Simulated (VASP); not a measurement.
Here is a VASP 6.6.1 calculation.

The input INCAR:

```
  PREC = Accurate
  ENCUT = 600
  EDIFF = 1E-6
  ISMEAR = 0
  SIGMA = 0.1
  LREAL = F
  LASPH = T
  NELM = 80
  ALGO = Normal
  ISIF = 3
  LWAVE = F
  LCHARG = F
  GGA = PE
  IBRION = 2
  NSW = 90
  EDIFFG = -0.04
```

File KPOINTS:

```
Automatic mesh
0
Gamma
  6 6 2
```

The input POSCAR:

```
Sn2TeO2
1.0
    4.3563683700      0.0000000000      0.0000000000
   -2.1781841800      3.7727256700      0.0000000000
    0.0000000000      0.0000000000      7.8720787800
Sn Te O
2 1 2
Direct
    0.0000000000      0.0000000000      0.6480203500
    0.0000000000      0.0000000000      0.3519796500
    0.6666666700      0.3333333300      0.0000000000
    0.0000000000      0.0000000000      0.0000000000
    0.3333333300      0.6666666700      0.0000000000
```

Potentials or basis: VASP PAW PBE potentials, release 64 (Sn_d, Te, O).

The run is started by

```bash
$ cat potpaw_PBE.64/Sn_d/POTCAR potpaw_PBE.64/Te/POTCAR potpaw_PBE.64/O/POTCAR > POTCAR
$ mpirun -np 1 vasp_std > vasp.out
```

(1) Predict the relaxed cell.

(2) What does it give for the space group after relaxing (to 0.1 Å)?

(3) Estimate the band gap on the k mesh.

(4) Estimate the relaxed volume.

Results:

(1) a = 4.090 Å, b = 4.090 Å, c = 8.023 Å, α = 90.00°, β = 90.00°, γ = 120.00°.

(2) P-6m2 (No. 187).

(3) zero (bands 23 and 24 overlap by 3.06 eV).

(4) 23.24 Å³/atom.

Caveat: the k points lie up to 0.39 Å⁻¹ apart in the final cell, too coarse for converged energies and pressures of a metal; spin-orbit coupling is left out, which moves the levels of the heavy elements.
